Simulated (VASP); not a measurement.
**GaN: single point with r2SCAN**

GaN:

```
Ga N
1.0
     0.00000    2.16336    2.43378
     2.16336    0.00000    2.43378
     2.16336    2.16336    0.00000
Ga N
1 1
Direct
  0.00000 0.00000 0.00000
  0.75000 0.75000 0.75000
```

This cell differs from its parent crystal: strain -0.040 along x and y, +0.080 along z.

| Property | Result |
| --- | --- |
| Program | VASP 6.6.1 |
| Task | single point |
| Functional | r2SCAN |
| Potentials or basis | VASP PAW PBE potentials, release 64 (Ga_d, N) |
| Cutoff | 520 eV |
| k mesh | 10 × 10 × 10 |
| Occupations | gaussian, width 0.05 eV |
| Spin | no spin polarisation |

| Item | Value |
| --- | --- |
| Pressure | -0.1 GPa |
| Band gap on the k mesh | 1.86 eV, direct |

Stress tensor (GPa, compression positive):
```
  6.59   0.00   0.00
  0.00   6.59   0.00
  0.00   0.00 -13.39
```

Levels at points of the mesh, in eV from the valence-band top:
| k point | band 5 | band 6 | band 7 | band 8 | band 9 | band 10 | band 11 | band 12 | band 13 | band 14 |
| --- | --- | --- | --- | --- | --- | --- | --- | --- | --- | --- |
| (0.00, 0.00, 0.00) | -13.75 | -13.75 | -0.69 | 0.00 | 0.00 | 1.86 | 10.78 | 10.78 | 11.11 | 17.27 |
| (0.50, 0.00, 0.00) | -13.67 | -12.61 | -7.37 | -1.71 | -0.72 | 4.56 | 9.26 | 10.48 | 11.76 | 16.07 |
| (0.50, 0.50, 0.00) | -13.71 | -12.63 | -7.31 | -2.36 | -2.36 | 4.20 | 8.24 | 11.35 | 15.14 | 15.14 |
| (0.50, 0.00, 0.50) | -13.66 | -12.03 | -5.99 | -3.27 | -3.24 | 3.34 | 6.43 | 12.84 | 13.03 | 15.95 |

Wall time 3.4 min on 1 thread of AMD EPYC 7R13 Processor (Zen 3), on a shared host, peak memory 0.14 GiB.

Caveat: the cell differs from its parent crystal (strain -0.040 along x and y, +0.080 along z); the PAW data sets were made with another functional, which shifts forces and pressure a little.
